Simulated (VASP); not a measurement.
# SbPb (Fm-3m) in VASP: further runs

The runs below take SbPb through single point, with LDA.

Program: VASP 6.6.1. These are calculated values, not measurements. Logs are shortened: lines on timing, memory, paths and dates and some standing lists are left out, and cuts for length are marked.

## 1. The cell of the first run

Symmetry: Fm-3m, No. 225, cubic system. Conventional cell: a = 6.322 Å, b = 6.322 Å, c = 6.322 Å, α = 90.00°, β = 90.00°, γ = 90.00°. Within 4.2 Å of Sb (site symmetry m-3m) lie 6 Pb at 3.16 Å. Within 4.2 Å of Pb (site symmetry m-3m) lie 6 Sb at 3.16 Å.

## 2. Single point, LDA

File INCAR:

```
SYSTEM = SbPb
ALGO     = Normal         ! electronic algorithm
EDIFF    = 1E-6           ! SCF threshold, eV
ENCUT    = 500            ! plane-wave cutoff, eV
GGA      = CA             ! functional
GGA_COMPAT= .False.      
ISIF     = 2              ! what is computed and relaxed
ISMEAR   = 1              ! smearing method
LASPH    = .True.         ! aspherical terms in the spheres
LCHARG   = .True.         ! write CHGCAR
LELF     = .True.         ! ELF
LREAL    = .False.        ! projectors in reciprocal space
LVHAR    = .True.       
LWAVE    = .False.        ! write WAVECAR
NBANDS   = 22             ! bands
NELM     = 120            ! most SCF steps
PREC     = Accurate       ! precision mode
SIGMA    = 0.1            ! smearing width, eV
```

File KPOINTS:

```
k-points
0
Gamma
  5 5 5
  0 0 0
```

File POSCAR:

```
SbPb
1.0
    0.0000000000      3.1612430000      3.1612430000
    3.1612430000      0.0000000000      3.1612430000
    3.1612430000      3.1612430000      0.0000000000
Sb Pb
1 1
Direct
    0.5000000000      0.5000000000      0.5000000000
    0.0000000000      0.0000000000      0.0000000000
```

Potentials or basis: VASP PAW LDA potentials, release 64 (Sb_d_GW, Pb_d).

Command:

```sh
$ cat potpaw_LDA.64/Sb_d_GW/POTCAR potpaw_LDA.64/Pb_d/POTCAR > POTCAR
$ mpirun -np 1 vasp_std > vasp.out
```

OUTCAR:

```text
SYSTEM = SbPb
   EDIFF = 1E-6
   ENCUT = 500
   GGA = CA
   ISIF = 2
   ISMEAR = 1
   LASPH = .True.
   LREAL = .False.
   NELM = 120
   PREC = Accurate

 ion  position               nearest neighbor table
   1  0.500  0.500  0.500-   2 3.16   2 3.16   2 3.16   2 3.16   2 3.16   2 3.16
   2  0.000  0.000  0.000-   1 3.16   1 3.16   1 3.16   1 3.16   1 3.16   1 3.16

  LATTYP: Found a face centered cubic cell.
 ALAT       =     6.3224860000

  Lattice vectors:

 A1 = (   0.0000000000,   3.1612430000,   3.1612430000)
 A2 = (   3.1612430000,   0.0000000000,   3.1612430000)
 A3 = (   3.1612430000,   3.1612430000,   0.0000000000)

Analysis of symmetry for initial positions (statically):
=====================================================================
 Subroutine PRICEL returns:
 Original cell was already a primitive cell.

 Routine SETGRP: Setting up the symmetry group for a
 face centered cubic supercell.

 Subroutine GETGRP returns: Found 48 space group operations
 (whereof 48 operations were pure point group operations)
 out of a pool of 48 trial point group operations.

The static configuration has the point symmetry O_h .

Analysis of symmetry for dynamics (positions and initial velocities):
=====================================================================
 Subroutine PRICEL returns:
 Original cell was already a primitive cell.

 Routine SETGRP: Setting up the symmetry group for a
 face centered cubic supercell.

 Subroutine GETGRP returns: Found 48 space group operations
 (whereof 48 operations were pure point group operations)
 out of a pool of 48 trial point group operations.

The dynamic configuration has the point symmetry O_h .

 Subroutine INISYM returns: Found 48 space group operations
 (whereof 48 operations are pure point group operations),
 and found     1 'primitive' translations

----------------------------------------------------------------------------------------

                                     Primitive cell

  volume of cell :      63.1835

  direct lattice vectors                    reciprocal lattice vectors
     0.000000000  3.161243000  3.161243000    -0.158165633  0.158165633  0.158165633
     3.161243000  0.000000000  3.161243000     0.158165633 -0.158165633  0.158165633
     3.161243000  3.161243000  0.000000000     0.158165633  0.158165633 -0.158165633

  length of vectors
     4.470672725  4.470672725  4.470672725     0.273950912  0.273950912  0.273950912

[... 62 lines left out ...]
   LASPH  =      T    aspherical Exc in radial PAW
   ENCUT  =  500.0 eV  36.75 Ry    6.06 a.u.   8.15  8.15  8.15*2*pi/ulx,y,z
   NELM   =    120;   NELMIN=  2; NELMDL= -5     # of ELM steps
   EDIFF  = 0.1E-05   stopping-criterion for ELM
   LREAL  =      F    real-space projection
   EDIFFG = 0.1E-04   stopping-criterion for IOM
   NSW    =      0    number of steps for IOM
   IBRION =     -1    ionic relax: 0-MD 1-quasi-New 2-CG
   NFREE  =      0    steps in history (QN), initial steepest desc. (CG)
   ISIF   =      2    stress and relaxation
   ISYM   =      2    0-nonsym 1-usesym 2-fastsym
   POTIM  = 0.5000    time-step for ionic-motion
   TEBEG  =    0.0;   TEEND  =   0.0 temperature during run
   PSTRESS=    0.0 pullay stress
   NELECT =      29.0000    total number of electrons
   NUPDOWN=      -1.0000    fix difference up-down
   EMIN   =  10.00;   EMAX   =-10.00  energy-range for DOS
   EFERMI =   0.00;   METHOD = LEGACY
   ISMEAR =     1;   SIGMA  =   0.10  broadening in eV -4-tet -1-fermi 0-gaus
   EFERMI_NEDOS =   21; number of points for ismear=-14 and -15
   IALGO  =     38    algorithm
   IMIX   =      4    mixing-type and parameters
     AMIX     =   0.40;   BMIX     =  1.00
     AMIX_MAG =   1.60;   BMIX_MAG =  1.00
  volume/ion in A,a.u.               =      31.59       213.19
  Fermi-wavevector in a.u.,A,eV,Ry     =   1.262815  2.386374 21.697223  1.594701
  Thomas-Fermi vector in A             =   2.396204
   LORBIT       =      0    0 simple, 1 ext, 2 COOP (PROOUT), +10 PAW based schemes
   GGA     = CA    functional components
   LHFCALC =     F    Hartree Fock is set to
   AEXX    =    0.0000 exact exchange contribution
   IVDW    =     0    specifies the selected vdW correction
   LEPSILON=     F    determine dielectric tensor
   LRPA    =     F    only Hartree local field effects (RPA)
 non-spin polarized calculation
 Methfessel and Paxton  Order N= 1 SIGMA  =   0.10
  energy-cutoff  :      500.00
  volume of cell :       63.18
 maximum number of plane-waves:      1639
 NGX is ok and might be reduce to    36
   NGX = 17   NGY = 17   NGZ = 17

 number of electron      29.0000006 magnetization

 Free energy of the ion-electron system (eV)
  ---------------------------------------------------
  ext. energy  EPLUGINS =         0.00000000
  ---------------------------------------------------
  free energy    TOTEN  =        -8.88252698 eV

  energy without entropy =       -8.88368050  energy(sigma->0) =       -8.88291149

 E-fermi :   5.2656     XC(G=0): -10.0592

 val. band max:        5.2290154557   @ k =   0.2000   0.0000   0.0000
 cond. band min:       5.3129052651   @ k =   0.2000   0.2000   0.0000
 fundamental gap:      0.0838898093
 Fermi energy:         5.2655955847

 k-point     1 :       0.0000    0.0000    0.0000
  band No.  band energies     occupation
      1     -23.3749      2.00000
      2     -23.3749      2.00000
      3     -23.3629      2.00000
      4     -23.3629      2.00000
      5     -23.3629      2.00000
      6     -11.5034      2.00000
[... 239 lines left out ...]
     21      15.6823      0.00000
     22      15.9148      0.00000

------------------------ aborting loop because EDIFF is reached ----------------------------------------

  FORCE on cell =-STRESS in cart. coord.  units (eV):
  Direction    XX          YY          ZZ          XY          YZ          ZX
  --------------------------------------------------------------------------------------
  -------------------------------------------------------------------------------------
  Total       -1.0268540     -1.0268540     -1.0268540     -0.0000000      0.0000000     -0.0000000
  in kB      -26.0384797    -26.0384797    -26.0384797     -0.0000000      0.0000000     -0.0000000
  external PRESSURE =     -26.0384797 kB  Pullay stress =       0.0000000 kB

 VOLUME and BASIS-vectors are now :
 -----------------------------------------------------------------------------
  energy-cutoff  :      500.00
  volume of cell :       63.18
      direct lattice vectors                 reciprocal lattice vectors
     0.000000000  3.161243000  3.161243000    -0.158165633  0.158165633  0.158165633
     3.161243000  0.000000000  3.161243000     0.158165633 -0.158165633  0.158165633
     3.161243000  3.161243000  0.000000000     0.158165633  0.158165633 -0.158165633

 POSITION                                       TOTAL-FORCE (eV/Angst)
 -----------------------------------------------------------------------------------
      3.16124      3.16124      3.16124         0.000000      0.000000     -0.000000
      0.00000      0.00000      0.00000         0.000000      0.000000      0.000000
 -----------------------------------------------------------------------------------
    total drift:                                0.000000      0.000000      0.000000

  FREE ENERGIE OF THE ION-ELECTRON SYSTEM (eV)
  ---------------------------------------------------
  free  energy   TOTEN  =        -8.8825269818 eV

  energy  without entropy=       -8.8836805004  energy(sigma->0) =       -8.88291149
```

OSZICAR:

```text
N       E                     dE             d eps       ncg     rms          rms(c)
DAV:   1     0.225884839651E+03    0.22588E+03   -0.11498E+04   628   0.116E+04
DAV:   2     0.150342997138E+02   -0.21085E+03   -0.20447E+03   710   0.138E+03
DAV:   3    -0.811358297814E+01   -0.23148E+02   -0.23020E+02   758   0.178E+02
DAV:   4    -0.886917278790E+01   -0.75559E+00   -0.75454E+00   660   0.242E+01
DAV:   5    -0.891629607152E+01   -0.47123E-01   -0.47119E-01   580   0.604E+00    0.178E+00
DAV:   6    -0.888856051043E+01    0.27736E-01   -0.81985E-02   780   0.504E+00    0.113E+00
DAV:   7    -0.888297305991E+01    0.55875E-02   -0.18775E-02   614   0.326E+00    0.328E-01
DAV:   8    -0.888251796161E+01    0.45510E-03   -0.20702E-03   692   0.109E+00    0.574E-02
DAV:   9    -0.888252663162E+01   -0.86700E-05   -0.12774E-04   666   0.277E-01    0.141E-02
DAV:  10    -0.888252697999E+01   -0.34837E-06   -0.18229E-05   624   0.214E-01    0.471E-03
DAV:  11    -0.888252698177E+01   -0.17858E-08   -0.14683E-06   358   0.545E-02
   1 F= -.88825270E+01 E0= -.88829115E+01  d E =0.115352E-02
```

Run time: 14 s. Hardware: 1 thread of Intel Xeon Platinum 8559C (Emerald Rapids), shared host; peak memory 0.18 GiB.

Results:

- Free energy: -8.8825 eV
- Pressure: -2.6 GPa
- Band gap on the k mesh: zero (an odd number of electrons rules out a gap without spin polarisation)

Levels at points of the mesh, in eV from the Fermi level:
```tsv
k point	band 13	band 14	band 15	band 16	band 17	band 18
(0.00, 0.00, 0.00)	-0.72	-0.72	-0.72	4.43	4.43	4.43
```

Caveat: spin-orbit coupling is left out, which moves the levels of the heavy elements.

## 3. Single point, LDA

File INCAR:

```
PREC = Accurate
ENCUT = 500
EDIFF = 1E-6
ISMEAR = 1
SIGMA = 0.1
LREAL = F
LASPH = T
NELM = 120
ALGO = Normal
ISIF = 2
LWAVE = F
LCHARG = F
GGA = CA
NBANDS = 22
GGA_COMPAT = F
```

File KPOINTS:

```
Automatic mesh
0
Gamma
  5 5 5
```

POSCAR is that of step 2.

Potentials or basis: VASP PAW LDA potentials, release 64 (Sb_d_GW, Pb_d).

Command:

```sh
$ cat potpaw_LDA.64/Sb_d_GW/POTCAR potpaw_LDA.64/Pb_d/POTCAR > POTCAR
$ mpirun -np 1 vasp_std > vasp.out
```

OUTCAR:

```text
PREC = Accurate
   ENCUT = 500
   EDIFF = 1E-6
   ISMEAR = 1
   LREAL = F
   LASPH = T
   NELM = 120
   ISIF = 2
   GGA = CA

 ion  position               nearest neighbor table
   1  0.500  0.500  0.500-   2 3.16   2 3.16   2 3.16   2 3.16   2 3.16   2 3.16
   2  0.000  0.000  0.000-   1 3.16   1 3.16   1 3.16   1 3.16   1 3.16   1 3.16

  LATTYP: Found a face centered cubic cell.
 ALAT       =     6.3224860000

  Lattice vectors:

 A1 = (   0.0000000000,   3.1612430000,   3.1612430000)
 A2 = (   3.1612430000,   0.0000000000,   3.1612430000)
 A3 = (   3.1612430000,   3.1612430000,   0.0000000000)

Analysis of symmetry for initial positions (statically):
=====================================================================
 Subroutine PRICEL returns:
 Original cell was already a primitive cell.

 Routine SETGRP: Setting up the symmetry group for a
 face centered cubic supercell.

 Subroutine GETGRP returns: Found 48 space group operations
 (whereof 48 operations were pure point group operations)
 out of a pool of 48 trial point group operations.

The static configuration has the point symmetry O_h .

Analysis of symmetry for dynamics (positions and initial velocities):
=====================================================================
 Subroutine PRICEL returns:
 Original cell was already a primitive cell.

 Routine SETGRP: Setting up the symmetry group for a
 face centered cubic supercell.

 Subroutine GETGRP returns: Found 48 space group operations
 (whereof 48 operations were pure point group operations)
 out of a pool of 48 trial point group operations.

The dynamic configuration has the point symmetry O_h .

 Subroutine INISYM returns: Found 48 space group operations
[... 93 lines left out ...]
   NELECT =      29.0000    total number of electrons
   NUPDOWN=      -1.0000    fix difference up-down
   EMIN   =  10.00;   EMAX   =-10.00  energy-range for DOS
   EFERMI =   0.00;   METHOD = LEGACY
   ISMEAR =     1;   SIGMA  =   0.10  broadening in eV -4-tet -1-fermi 0-gaus
   EFERMI_NEDOS =   21; number of points for ismear=-14 and -15
   IALGO  =     38    algorithm
   IMIX   =      4    mixing-type and parameters
     AMIX     =   0.40;   BMIX     =  1.00
     AMIX_MAG =   1.60;   BMIX_MAG =  1.00
  volume/ion in A,a.u.               =      31.59       213.19
  Fermi-wavevector in a.u.,A,eV,Ry     =   1.262815  2.386374 21.697223  1.594701
  Thomas-Fermi vector in A             =   2.396204
   LORBIT       =      0    0 simple, 1 ext, 2 COOP (PROOUT), +10 PAW based schemes
   GGA     = CA    functional components
   LHFCALC =     F    Hartree Fock is set to
   AEXX    =    0.0000 exact exchange contribution
   IVDW    =     0    specifies the selected vdW correction
   LEPSILON=     F    determine dielectric tensor
   LRPA    =     F    only Hartree local field effects (RPA)
 non-spin polarized calculation
 Methfessel and Paxton  Order N= 1 SIGMA  =   0.10
  energy-cutoff  :      500.00
  volume of cell :       63.18
 maximum number of plane-waves:      1639
 NGX is ok and might be reduce to    36
   NGX = 17   NGY = 17   NGZ = 17

 number of electron      29.0000006 magnetization

 Free energy of the ion-electron system (eV)
  ---------------------------------------------------
  ext. energy  EPLUGINS =         0.00000000
  ---------------------------------------------------
  free energy    TOTEN  =        -8.88252698 eV

  energy without entropy =       -8.88368050  energy(sigma->0) =       -8.88291149

 E-fermi :   5.2656     XC(G=0): -10.0592

 val. band max:        5.2290154557   @ k =   0.2000   0.0000   0.0000
 cond. band min:       5.3129052651   @ k =   0.2000   0.2000   0.0000
 fundamental gap:      0.0838898093
 Fermi energy:         5.2655955847

 k-point     1 :       0.0000    0.0000    0.0000
  band No.  band energies     occupation
      1     -23.3749      2.00000
      2     -23.3749      2.00000
      3     -23.3629      2.00000
      4     -23.3629      2.00000
      5     -23.3629      2.00000
      6     -11.5034      2.00000
[... 239 lines left out ...]
     21      15.6823      0.00000
     22      15.9148      0.00000

------------------------ aborting loop because EDIFF is reached ----------------------------------------

  FORCE on cell =-STRESS in cart. coord.  units (eV):
  Direction    XX          YY          ZZ          XY          YZ          ZX
  --------------------------------------------------------------------------------------
  -------------------------------------------------------------------------------------
  Total       -1.0268540     -1.0268540     -1.0268540     -0.0000000      0.0000000     -0.0000000
  in kB      -26.0384797    -26.0384797    -26.0384797     -0.0000000      0.0000000     -0.0000000
  external PRESSURE =     -26.0384797 kB  Pullay stress =       0.0000000 kB

 VOLUME and BASIS-vectors are now :
 -----------------------------------------------------------------------------
  energy-cutoff  :      500.00
  volume of cell :       63.18
      direct lattice vectors                 reciprocal lattice vectors
     0.000000000  3.161243000  3.161243000    -0.158165633  0.158165633  0.158165633
     3.161243000  0.000000000  3.161243000     0.158165633 -0.158165633  0.158165633
     3.161243000  3.161243000  0.000000000     0.158165633  0.158165633 -0.158165633

 POSITION                                       TOTAL-FORCE (eV/Angst)
 -----------------------------------------------------------------------------------
      3.16124      3.16124      3.16124         0.000000      0.000000     -0.000000
      0.00000      0.00000      0.00000         0.000000      0.000000      0.000000
 -----------------------------------------------------------------------------------
    total drift:                                0.000000      0.000000      0.000000

  FREE ENERGIE OF THE ION-ELECTRON SYSTEM (eV)
  ---------------------------------------------------
  free  energy   TOTEN  =        -8.8825269818 eV

  energy  without entropy=       -8.8836805004  energy(sigma->0) =       -8.88291149
```

OSZICAR:

```text
N       E                     dE             d eps       ncg     rms          rms(c)
DAV:   1     0.225884839651E+03    0.22588E+03   -0.11498E+04   628   0.116E+04
DAV:   2     0.150342997138E+02   -0.21085E+03   -0.20447E+03   710   0.138E+03
DAV:   3    -0.811358297814E+01   -0.23148E+02   -0.23020E+02   758   0.178E+02
DAV:   4    -0.886917278790E+01   -0.75559E+00   -0.75454E+00   660   0.242E+01
DAV:   5    -0.891629607152E+01   -0.47123E-01   -0.47119E-01   580   0.604E+00    0.178E+00
DAV:   6    -0.888856051043E+01    0.27736E-01   -0.81985E-02   780   0.504E+00    0.113E+00
DAV:   7    -0.888297305991E+01    0.55875E-02   -0.18775E-02   614   0.326E+00    0.328E-01
DAV:   8    -0.888251796161E+01    0.45510E-03   -0.20702E-03   692   0.109E+00    0.574E-02
DAV:   9    -0.888252663162E+01   -0.86700E-05   -0.12774E-04   666   0.277E-01    0.141E-02
DAV:  10    -0.888252697999E+01   -0.34837E-06   -0.18229E-05   624   0.214E-01    0.471E-03
DAV:  11    -0.888252698177E+01   -0.17858E-08   -0.14683E-06   358   0.545E-02
   1 F= -.88825270E+01 E0= -.88829115E+01  d E =0.115352E-02
```

stdout:

```text
POSCAR found type information on POSCAR SbPb
 POSCAR found :  2 types and       2 ions
 scaLAPACK will be used
 LDA part: xc-table for (Slater(with rela. corr.)+CA(PZ))
 , standard interpolation
 POSCAR, INCAR and KPOINTS ok, starting setup
 FFT: planning ... GRIDC
 FFT: planning ... GRID_SOFT
 FFT: planning ... GRID
 WAVECAR not read
 entering main loop
```

Run time: 14 s. Hardware: 1 thread of Intel Xeon Platinum 8559C (Emerald Rapids), shared host; peak memory 0.18 GiB.

What came out:

```
Free energy            : -8.8825 eV
Pressure               : -2.6 GPa
Band gap on the k mesh : zero (an odd number of electrons rules out a gap without spin polarisation)
```

Caveat: spin-orbit coupling is left out, which moves the levels of the heavy elements.

The gap in the log of VASP goes by the Fermi energy; the results here count the filled bands.